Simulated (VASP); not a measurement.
# Pt (P6_3/mmc) in VASP: further runs

Runs on Pt. Level: PBEsol. Tasks: single point.

Everything below comes from runs of VASP 6.6.1. Logs are shortened: lines on timing, memory, paths and dates and some standing lists are left out, and cuts for length are marked.

**1. The cell of the first run**

It takes space group P6_3/mmc (No. 194, hexagonal). The conventional cell has a = 2.662 Å, b = 2.662 Å, c = 4.942 Å, α = 90.00°, β = 90.00°, γ = 120.00°. Pt (site symmetry -6m2) has 12 Pt at 2.66 to 2.91 Å within 3.5 Å.

This isn't the form of Pt at room conditions, which is fcc.

**2. Single point, PBEsol**

INCAR reads:

```
PREC = Accurate
ENCUT = 520
EDIFF = 1E-7
ISMEAR = 0
SIGMA = 0.15
LREAL = False
LASPH = True
NELM = 100
ALGO = Fast
ISIF = 2
LWAVE = False
LCHARG = False
GGA = PS
NBANDS = 17
```

KPOINTS reads:

```
Automatic mesh
0
Gamma
  18 18 10
```

POSCAR reads:

```
Pt
1.0
    2.6616000000      0.0000000000      0.0000000000
   -1.3308000000      2.3050132147      0.0000000000
    0.0000000000      0.0000000000      4.9423000000
Pt
2
Direct
    0.6666666667      0.3333333333      0.7500000000
    0.3333333333      0.6666666667      0.2500000000
```

Potentials or basis: VASP PAW PBE potentials, release 64 (Pt).

Run with:

```console
$ cat potpaw_PBE.64/Pt/POTCAR > POTCAR
$ mpirun -np 1 vasp_std > vasp.out
```

OUTCAR:

```text
PREC = Accurate
   ENCUT = 520
   EDIFF = 1E-7
   ISMEAR = 0
   LREAL = False
   LASPH = True
   NELM = 100
   ISIF = 2
   GGA = PS

 ion  position               nearest neighbor table
   1  0.667  0.333  0.750-   2 2.91   2 2.91   2 2.91   2 2.91   2 2.91   2 2.91
   2  0.333  0.667  0.250-   1 2.91   1 2.91   1 2.91   1 2.91   1 2.91   1 2.91

  LATTYP: Found a hexagonal cell.
 ALAT       =     2.6616000000
 C/A-ratio  =     1.8568905921

  Lattice vectors:

 A1 = (   2.6616000000,   0.0000000000,   0.0000000000)
 A2 = (  -1.3308000000,   2.3050132147,   0.0000000000)
 A3 = (   0.0000000000,   0.0000000000,   4.9423000000)

Analysis of symmetry for initial positions (statically):
=====================================================================
 Subroutine PRICEL returns:
 Original cell was already a primitive cell.

 Routine SETGRP: Setting up the symmetry group for a
 hexagonal supercell.

 Subroutine GETGRP returns: Found 24 space group operations
 (whereof 12 operations were pure point group operations)
 out of a pool of 24 trial point group operations.

The static configuration has the point symmetry D_3d.
 The point group associated with its full space group is D_6h.

Analysis of symmetry for dynamics (positions and initial velocities):
=====================================================================
 Subroutine PRICEL returns:
 Original cell was already a primitive cell.

 Routine SETGRP: Setting up the symmetry group for a
 hexagonal supercell.

 Subroutine GETGRP returns: Found 24 space group operations
 (whereof 12 operations were pure point group operations)
 out of a pool of 24 trial point group operations.

The dynamic configuration has the point symmetry D_3d.
 The point group associated with its full space group is D_6h.

 Subroutine INISYM returns: Found 24 space group operations
 (whereof 12 operations are pure point group operations),
 and found     1 'primitive' translations

----------------------------------------------------------------------------------------

                                     Primitive cell

  volume of cell :      30.3211

  direct lattice vectors                    reciprocal lattice vectors
     2.661600000  0.000000000  0.000000000     0.375713856  0.216918496  0.000000000
    -1.330800000  2.305013215  0.000000000     0.000000000  0.433836992  0.000000000
     0.000000000  0.000000000  4.942300000     0.000000000  0.000000000  0.202334945

  length of vectors
     2.661600000  2.661600000  4.942300000     0.433836992  0.433836992  0.202334945

  position of ions in fractional coordinates (direct lattice)
     0.666666667  0.333333333  0.750000000
     0.333333333  0.666666667  0.250000000

  ion indices of the primitive-cell ions
   primitive index   ion index
                 1           1
                 2           2

----------------------------------------------------------------------------------------

 KPOINTS: Automatic mesh

Automatic generation of k-mesh.
 Grid dimensions read from file:
 generate k-points for:   18   18   10

 Generating k-lattice:

  Cartesian coordinates                     Fractional coordinates (reciprocal lattice)
     0.020872992  0.012051028  0.000000000     0.055555556  0.000000000  0.000000000
     0.000000000  0.024102055  0.000000000     0.000000000  0.055555556  0.000000000
     0.000000000  0.000000000  0.020233495     0.000000000  0.000000000  0.100000000

  Length of vectors
     0.024102055  0.024102055  0.020233495

  Shift w.r.t. Gamma in fractional coordinates (k-lattice)
     0.000000000  0.000000000  0.000000000

 Subroutine IBZKPT returns following result:
 ===========================================

 Found    222 irreducible k-points:

 Following reciprocal coordinates:
            Coordinates               Weight
  0.000000  0.000000  0.000000      1.000000
  0.055556  0.000000  0.000000      6.000000
  0.111111  0.000000  0.000000      6.000000
  0.166667  0.000000  0.000000      6.000000
  0.222222  0.000000  0.000000      6.000000
  0.277778  0.000000  0.000000      6.000000
[... 16 lines left out ...]
  0.333333  0.111111  0.000000     12.000000
  0.388889  0.111111  0.000000     12.000000
 [... further k-points ...]
   k-points           NKPTS =    222   k-points in BZ     NKDIM =    222   number of bands    NBANDS=     17
   number of dos      NEDOS =    301   number of ions     NIONS =      2
   total plane-waves  NPLWV =  16000
   dimension x,y,z NGX =    20 NGY =   20 NGZ =   40
   dimension x,y,z NGXF=    40 NGYF=   40 NGZF=   80
   ions per type =               2
   NGX,Y,Z   is equivalent  to a cutoff of  12.49, 12.49, 13.45 a.u.
   NGXF,Y,Z  is equivalent  to a cutoff of  24.98, 24.98, 26.91 a.u.
 SYSTEM =  unknown system
   PREC   = accura    normal or accurate (medium, high low for compatibility)
   ISTART =      0    job   : 0-new  1-cont  2-samecut
   ICHARG =      2    charge: 1-file 2-atom 10-const
   ISPIN  =      1    spin polarized calculation?
   LNONCOLLINEAR =      F non collinear calculations
   LSORBIT =      F    spin-orbit coupling
   LASPH  =      T    aspherical Exc in radial PAW
   ENCUT  =  520.0 eV  38.22 Ry    6.18 a.u.   4.95  4.95  9.19*2*pi/ulx,y,z
   NELM   =    100;   NELMIN=  2; NELMDL= -5     # of ELM steps
   EDIFF  = 0.1E-06   stopping-criterion for ELM
   LREAL  =      F    real-space projection
   EDIFFG = 0.1E-05   stopping-criterion for IOM
   NSW    =      0    number of steps for IOM
   IBRION =     -1    ionic relax: 0-MD 1-quasi-New 2-CG
   NFREE  =      0    steps in history (QN), initial steepest desc. (CG)
   ISIF   =      2    stress and relaxation
   ISYM   =      2    0-nonsym 1-usesym 2-fastsym
   POTIM  = 0.5000    time-step for ionic-motion
   TEBEG  =    0.0;   TEEND  =   0.0 temperature during run
   PSTRESS=    0.0 pullay stress
   NELECT =      20.0000    total number of electrons
   NUPDOWN=      -1.0000    fix difference up-down
   EMIN   =  10.00;   EMAX   =-10.00  energy-range for DOS
   EFERMI =   0.00;   METHOD = LEGACY
   ISMEAR =     0;   SIGMA  =   0.15  broadening in eV -4-tet -1-fermi 0-gaus
   EFERMI_NEDOS =   21; number of points for ismear=-14 and -15
   IALGO  =     68    algorithm
   IMIX   =      4    mixing-type and parameters
     AMIX     =   0.40;   BMIX     =  1.00
     AMIX_MAG =   1.60;   BMIX_MAG =  1.00
  volume/ion in A,a.u.               =      15.16       102.31
  Fermi-wavevector in a.u.,A,eV,Ry     =   1.425071  2.692993 27.631070  2.030826
  Thomas-Fermi vector in A             =   2.545494
   LORBIT       =      0    0 simple, 1 ext, 2 COOP (PROOUT), +10 PAW based schemes
   GGA     = PS    functional components
   LHFCALC =     F    Hartree Fock is set to
   AEXX    =    0.0000 exact exchange contribution
   IVDW    =     0    specifies the selected vdW correction
   LEPSILON=     F    determine dielectric tensor
   LRPA    =     F    only Hartree local field effects (RPA)
 non-spin polarized calculation
 RMM-DIIS sequential band-by-band and
 Gauss-broadening in eV      SIGMA  =   0.15
  energy-cutoff  :      520.00
  volume of cell :       30.32
 maximum number of plane-waves:       855
 NGX is ok and might be reduce to    20

 number of electron      20.0000002 magnetization

 Free energy of the ion-electron system (eV)
  ---------------------------------------------------
  ext. energy  EPLUGINS =         0.00000000
  ---------------------------------------------------
  free energy    TOTEN  =       -13.73314369 eV

  energy without entropy =      -13.70237851  energy(sigma->0) =      -13.71776110

 E-fermi :  10.9272     XC(G=0): -13.5776

 val. band max:       10.9214595079   @ k =   0.4444   0.1111   0.1000
 cond. band min:      10.9274841047   @ k =   0.3333   0.0556   0.4000
 fundamental gap:      0.0060245968
 Fermi energy:        10.9271516532

 k-point     1 :       0.0000    0.0000    0.0000
  band No.  band energies     occupation
      1       0.7367      2.00000
      2       3.1422      2.00000
      3       6.2585      2.00000
      4       7.2241      2.00000
      5       7.2241      2.00000
      6       7.5135      2.00000
[... 9 lines left out ...]
     16      28.1210      0.00000
     17      33.5434      0.00000

 k-point     2 :       0.0556    0.0000    0.0000
  band No.  band energies     occupation
      1       0.8626      2.00000
      2       3.2661      2.00000
      3       6.2981      2.00000
      4       7.1646      2.00000
      5       7.3236      2.00000
      6       7.4429      2.00000
[... 9 lines left out ...]
     16      28.3304      0.00000
     17      32.6649      0.00000

 k-point     3 :       0.1111    0.0000    0.0000
  band No.  band energies     occupation
      1       1.2296      2.00000
      2       3.6168      2.00000
      3       6.3685      2.00000
      4       7.0382      2.00000
      5       7.2870      2.00000
      6       7.6173      2.00000
[... 9 lines left out ...]
     16      28.8126      0.00000
     17      31.0611      0.00000

 k-point     4 :       0.1667    0.0000    0.0000
  band No.  band energies     occupation
      1       1.8018      2.00000
      2       4.1087      2.00000
      3       6.3512      2.00000
      4       6.8415      2.00000
      5       7.2917      2.00000
      6       7.3514      2.00000
[... 9 lines left out ...]
     16      29.1676      0.00000
     17      29.8552      0.00000

 k-point     5 :       0.2222    0.0000    0.0000
  band No.  band energies     occupation
      1       2.5052      2.00000
      2       4.5128      2.00000
      3       6.4142      2.00000
      4       6.5773      2.00000
      5       6.5931      2.00000
      6       7.8007      2.00000
[... 9 lines left out ...]
     16      28.8175      0.00000
     17      29.3753      0.00000

 k-point     6 :       0.2778    0.0000    0.0000
  band No.  band energies     occupation
      1       3.2013      2.00000
      2       4.5595      2.00000
      3       5.9770      2.00000
      4       6.4573      2.00000
      5       6.8809      2.00000
      6       7.9364      2.00000
[... 9 lines left out ...]
     16      27.4337      0.00000
     17      29.4917      0.00000

 k-point     7 :       0.3333    0.0000    0.0000
  band No.  band energies     occupation
      1       3.6926      2.00000
      2       4.3750      2.00000
      3       5.5009      2.00000
      4       6.6074      2.00000
      5       7.5437      2.00000
      6       7.5710      2.00000
[... 9 lines left out ...]
     16      26.1432      0.00000
     17      27.1807      0.00000

 k-point     8 :       0.3889    0.0000    0.0000
  band No.  band energies     occupation
      1       3.8877      2.00000
      2       4.1725      2.00000
      3       5.1560      2.00000
      4       7.0277      2.00000
      5       7.2897      2.00000
      6       8.0994      2.00000
[... 9 lines left out ...]
     16      24.8252      0.00000
     17      25.0456      0.00000
[... 203 lines left out ...]
      1       2.1388      2.00000
      2       4.4268      2.00000
      3       6.2016      2.00000
      4       6.8592      2.00000
      5       6.9969      2.00000
      6       7.1633      2.00000
[... 9 lines left out ...]
     16      27.6886      0.00000
     17      29.0526      0.00000

 k-point    20 :       0.1667    0.1111    0.0000
  band No.  band energies     occupation
      1       2.8416      2.00000
      2       4.9097      2.00000
      3       6.0521      2.00000
      4       6.4285      2.00000
      5       6.6332      2.00000
      6       7.5032      2.00000
[... 9 lines left out ...]
     16      27.8648      0.00000
     17      28.8915      0.00000

 k-point    21 :       0.2222    0.1111    0.0000
  band No.  band energies     occupation
      1       3.5710      2.00000
      2       4.9878      2.00000
      3       5.9297      2.00000
      4       6.2492      2.00000
      5       6.6196      2.00000
      6       7.6484      2.00000
[... 9 lines left out ...]
     16      26.9371      0.00000
     17      29.3129      0.00000

 k-point    22 :       0.2778    0.1111    0.0000
  band No.  band energies     occupation
      1       4.1159      2.00000
      2       4.7681      2.00000
      3       5.5252      2.00000
      4       6.5014      2.00000
      5       7.1347      2.00000
      6       7.3910      2.00000
[... 9 lines left out ...]
     16      26.0764      0.00000
     17      27.5203      0.00000

 k-point    23 :       0.3333    0.1111    0.0000
  band No.  band energies     occupation
      1       4.3277      2.00000
      2       4.5520      2.00000
      3       5.2287      2.00000
      4       6.9680      2.00000
      5       7.2135      2.00000
      6       7.6825      2.00000
[... 9 lines left out ...]
     16      25.3131      0.00000
     17      25.3863      0.00000

 k-point    24 :       0.3889    0.1111    0.0000
  band No.  band energies     occupation
      1       4.3106      2.00000
      2       4.4497      2.00000
      3       5.0480      2.00000
      4       7.1137      2.00000
      5       7.4919      2.00000
      6       7.8810      2.00000
[... 9 lines left out ...]
     16      23.8669      0.00000
     17      24.7020      0.00000

 [... further k-points ...]

------------------------ aborting loop because EDIFF is reached ----------------------------------------

  FORCE on cell =-STRESS in cart. coord.  units (eV):
  Direction    XX          YY          ZZ          XY          YZ          ZX
  --------------------------------------------------------------------------------------
  -------------------------------------------------------------------------------------
  Total        1.7891480      1.7891480     -1.8605722      0.0000000      0.0000000      0.0000000
  in kB       94.5391182     94.5391182    -98.3131904      0.0000000      0.0000000      0.0000000
  external PRESSURE =      30.2550154 kB  Pullay stress =       0.0000000 kB

 VOLUME and BASIS-vectors are now :
 -----------------------------------------------------------------------------
  energy-cutoff  :      520.00
  volume of cell :       30.32
      direct lattice vectors                 reciprocal lattice vectors
     2.661600000  0.000000000  0.000000000     0.375713856  0.216918496  0.000000000
    -1.330800000  2.305013215  0.000000000     0.000000000  0.433836992  0.000000000
     0.000000000  0.000000000  4.942300000     0.000000000  0.000000000  0.202334945

 POSITION                                       TOTAL-FORCE (eV/Angst)
 -----------------------------------------------------------------------------------
      1.33080      0.76834      3.70673        -0.000000      0.000000      0.000000
     -0.00000      1.53668      1.23558         0.000000     -0.000000      0.000000
 -----------------------------------------------------------------------------------
    total drift:                               -0.000000      0.000000     -0.000000

  FREE ENERGIE OF THE ION-ELECTRON SYSTEM (eV)
  ---------------------------------------------------
  free  energy   TOTEN  =       -13.7331436905 eV

  energy  without entropy=      -13.7023785120  energy(sigma->0) =      -13.71776110
```

It took 45 s on 1 thread of Intel Xeon 6975P-C (Granite Rapids), shared host; peak memory 0.21 GiB.

Results:

```
Free energy            : -13.7331 eV
Pressure               : 3.0 GPa
Band gap on the k mesh : zero (bands 10 and 11 overlap by 1.54 eV)
```

Levels at points of the mesh, in eV from the Fermi level:
| k point | band 8 | band 9 | band 10 | band 11 | band 12 | band 13 |
| --- | --- | --- | --- | --- | --- | --- |
| (0.00, 0.00, 0.00) | -1.42 | -1.42 | -1.39 | -0.13 | -0.13 | 4.07 |
| (0.50, 0.00, 0.00) | -0.14 | 0.69 | 0.83 | 2.44 | 4.04 | 7.50 |
| (0.00, 0.00, 0.50) | -3.65 | -0.66 | -0.66 | -0.66 | -0.66 | 10.72 |
| (0.50, 0.00, 0.50) | -0.94 | 0.77 | 0.77 | 1.67 | 1.67 | 7.13 |

Caveat: the stress differs along the axes, from -10 to 9 GPa; the PAW data sets were made with another functional, which shifts forces and pressure a little; spin-orbit coupling is left out, which moves the levels of the heavy elements.

**3. Single point, PBEsol**

This run uses another cell than the first one, of the same volume but with other edges.

INCAR reads:

```
SYSTEM = Pt
ALGO = Normal ; EDIFF = 1E-6
ENCUT = 520 ; GGA = PS
ISIF = 2 ; ISMEAR = 0
LASPH = .TRUE. ; LCHARG = .FALSE.
LREAL = .FALSE. ; LWAVE = .FALSE.
NBANDS = 17 ; NELM = 80
PREC = Accurate ; SIGMA = 0.15
```

KPOINTS reads:

```
k-points
0
G
  18 18 10
  0 0 0
```

POSCAR reads:

```
Pt
1.0
    2.7251897179      0.0000000000      0.0000000000
   -1.3625948590      2.3600835258      0.0000000000
    0.0000000000      0.0000000000      4.7069219539
Pt
2
Direct
    0.6666666667      0.3333333333      0.7500000000
    0.3333333333      0.6666666667      0.2500000000
```

Potentials or basis: VASP PAW PBE potentials, release 64 (Pt).

Run with:

```console
$ cat potpaw_PBE.64/Pt/POTCAR > POTCAR
$ mpirun -np 1 vasp_std > vasp.out
```

Wall time 31 s (1 thread of Intel Xeon 6975P-C (Granite Rapids), shared host); peak memory 0.21 GiB.

Results (log left out):

```
Free energy            : -13.8204 eV
Pressure               : -0.3 GPa
Band gap on the k mesh : zero (bands 10 and 11 overlap by 1.37 eV)
```

Stress tensor (GPa, compression positive):
```
-0.10  0.00  0.00
 0.00 -0.10  0.00
 0.00  0.00 -0.72
```

Levels at points of the mesh, in eV from the Fermi level:
```
           k point  band 8  band 9  band 10  band 11  band 12  band 13
(0.00, 0.00, 0.00)   -1.96   -1.96    -0.95    -0.23    -0.23     4.99
(0.50, 0.00, 0.00)    0.04    0.30     0.52     2.31     3.84     7.44
(0.00, 0.00, 0.50)   -3.67   -0.85    -0.85    -0.85    -0.85    12.27
(0.50, 0.00, 0.50)   -0.97    0.43     0.43     1.64     1.64     6.72
```

Caveat: the PAW data sets were made with another functional, which shifts forces and pressure a little; spin-orbit coupling is left out, which moves the levels of the heavy elements.

**4. Single point, PBEsol**

This run uses another cell than the first one, of 15.32 Å³/atom.

INCAR reads:

```
PREC = Accurate
ENCUT = 520
EDIFF = 1E-6
ISMEAR = 0
SIGMA = 0.15
LREAL = F
LASPH = T
NELM = 60
ALGO = Normal
ISIF = 2
LWAVE = F
LCHARG = F
GGA = PS
NBANDS = 17
```

KPOINTS reads:

```
Automatic mesh
0
Gamma
  18 18 10
```

POSCAR reads:

```
Pt
1.0
    2.7888000000      0.0000000000      0.0000000000
   -1.3944000000      2.4151716461      0.0000000000
    0.0000000000      0.0000000000      4.5500000000
Pt
2
Direct
    0.6666666667      0.3333333333      0.7500000000
    0.3333333333      0.6666666667      0.2500000000
```

Run with:

```console
$ cat potpaw_PBE.64/Pt/POTCAR > POTCAR
$ mpirun -np 1 vasp_std > vasp.out
```

Run time: 31 s. Hardware: 1 thread of Intel Xeon 6975P-C (Granite Rapids), shared host; peak memory 0.22 GiB.

Results (log left out):

- Free energy: -13.7819 eV
- Pressure: -3.8 GPa
- Band gap on the k mesh: zero (bands 10 and 11 overlap by 1.23 eV)

Stress tensor (GPa, compression positive):
```
-6.67  0.00  0.00
 0.00 -6.67  0.00
 0.00  0.00  1.87
```

Levels at points of the mesh, in eV from the Fermi level:
| k point | band 8 | band 9 | band 10 | band 11 | band 12 | band 13 |
| --- | --- | --- | --- | --- | --- | --- |
| (0.00, 0.00, 0.00) | -2.35 | -2.35 | -0.47 | -0.28 | -0.28 | 5.63 |
| (0.50, 0.00, 0.00) | 0.01 | 0.20 | 0.32 | 2.15 | 3.54 | 7.56 |
| (0.00, 0.00, 0.50) | -3.66 | -0.91 | -0.91 | -0.91 | -0.91 | 13.29 |
| (0.50, 0.00, 0.50) | -0.99 | 0.20 | 0.20 | 1.62 | 1.62 | 6.40 |

Caveat: the stress differs along the axes, from -7 to 2 GPa; the PAW data sets were made with another functional, which shifts forces and pressure a little; spin-orbit coupling is left out, which moves the levels of the heavy elements.

**5. Overview**

| cell | gap on the mesh (eV) | pressure (GPa) |
| --- | --- | --- |
| a = 2.662, b = 2.662, c = 4.942 Å, angles 90.0, 90.0, 120.0°, 2 atoms | none | 3.0 |
| a = 2.725, b = 2.725, c = 4.707 Å, angles 90.0, 90.0, 120.0°, 2 atoms | none | -0.3 |
| a = 2.789, b = 2.789, c = 4.550 Å, angles 90.0, 90.0, 120.0°, 2 atoms | none | -3.8 |

Alike in all rows: task single point; level PBEsol; potentials or basis VASP PAW PBE potentials, release 64 (Pt); no spin polarisation; k mesh 18 × 18 × 10; cutoff (eV) 520; smearing gaussian 0.15 eV.

Caveats: the PAW data sets were made with another functional, which shifts forces and pressure a little; spin-orbit coupling is left out, which moves the levels of the heavy elements; the stress differs along the axes, from -10 to 9 GPa (at least some runs); the stress differs along the axes, from -7 to 2 GPa (at least some runs).

Total energies depend on the potentials used, so only differences within one code and one set of settings carry meaning.
